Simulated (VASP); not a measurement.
A run of VASP 6.6.1:

INCAR

```
ALGO = Normal
DIPOL = 0.5 0.5 0.292
EDIFF = 1E-6
ENCUT = 520
GGA = PE
IDIPOL = 3
ISIF = 2
ISMEAR = 0
LASPH = T
LCHARG = T
LDIPOL = T
LELF = T
LREAL = F
LVACPOTAV = T
LVHAR = T
LWAVE = F
NBANDS = 40
NELM = 60
PREC = Accurate
SIGMA = 0.1
```

Contents of KPOINTS:

```
k-points
0
Gamma
  4 4 1
```

File POSCAR:

```
Na4H
1.0
    7.2665057608      0.0000000000      0.0000000000
   -2.4221685869      6.8509273320      0.0000000000
    0.0000000000      0.0000000000     20.9665385532
Na H
8 2
Direct
    0.2500000000      0.2500000000      0.1907801800
    0.2500000000      0.7500000000      0.1907801800
    0.7500000000      0.2500000000      0.1907801800
    0.7500000000      0.7500000000      0.1907801800
    0.0000000000      0.0000000000      0.3322693699
    0.0000000000      0.5000000000      0.3322693699
    0.5000000000      0.0000000000      0.3322693699
    0.5000000000      0.5000000000      0.3322693699
   -0.1028692503      0.7500000000      0.4147817977
    0.1028692503      0.7500000000      0.4147817977
```

Potentials or basis: VASP PAW PBE potentials, release 64 (Na_pv, H).

Run with:

```sh
$ cat potpaw_PBE.64/Na_pv/POTCAR potpaw_PBE.64/H/POTCAR > POTCAR
$ mpirun -np 1 vasp_std > vasp.out
```

Hardware: 1 thread of Oxide Virtual Turin-like Processor (shared host).

**Question.** How long does it take, and how much memory?

**Answer.** Wall time 12 min on 1 thread of Oxide Virtual Turin-like Processor (shared host), peak memory 1 GiB. Counts: scf iterations 24, k points 10.
